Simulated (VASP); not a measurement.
AgRh: single point with PBEsol

The system is AgRh.

```
Ag Rh
1.0
     2.77759    0.00000    0.00000
    -1.38879    2.40546    0.00000
     0.00000    0.00000    4.80860
Ag Rh
1 1
Direct
  0.00000 0.00000 0.50000
  0.66667 0.33333 0.00000
```

```yaml
Program: VASP 6.6.1
Task: single point
Functional: PBEsol
Potentials_or_basis: VASP PAW PBE potentials, release 64 (Ag, Rh_pv)
Cutoff: 520 eV
k_mesh: 6 × 6 × 3
Occupations: fermi-dirac, width 0.05 eV
Spin: no spin polarisation
```

- Pressure: -10.5 GPa
- Band gap on the k mesh: zero (band 13 reaches 9.61 eV, above the bottom of band 14 at 8.59 eV)

Stress tensor (GPa, compression positive):
```
-10.84   0.00   0.00
  0.00 -10.84   0.00
  0.00   0.00  -9.70
```

Levels at points of the mesh, in eV from the Fermi level:
| k point | band 9 | band 10 | band 11 | band 12 | band 13 | band 14 | band 15 | band 16 | band 17 | band 18 |
| --- | --- | --- | --- | --- | --- | --- | --- | --- | --- | --- |
| (0.00, 0.00, 0.00) | -2.96 | -2.96 | -1.93 | -1.93 | 0.12 | 0.12 | 0.15 | 5.33 | 16.58 | 17.19 |
| (0.50, 0.00, 0.00) | -2.67 | -2.05 | -1.57 | -0.10 | 0.97 | 1.84 | 3.98 | 8.35 | 8.66 | 11.59 |

Wall time 24 s on 1 thread of AMD EPYC 7R13, with other jobs on the host, peak memory 0.12 GiB.

Caveat: the k points lie up to 0.44 Å⁻¹ apart; the PAW data sets were made with another functional, which shifts forces and pressure a little.
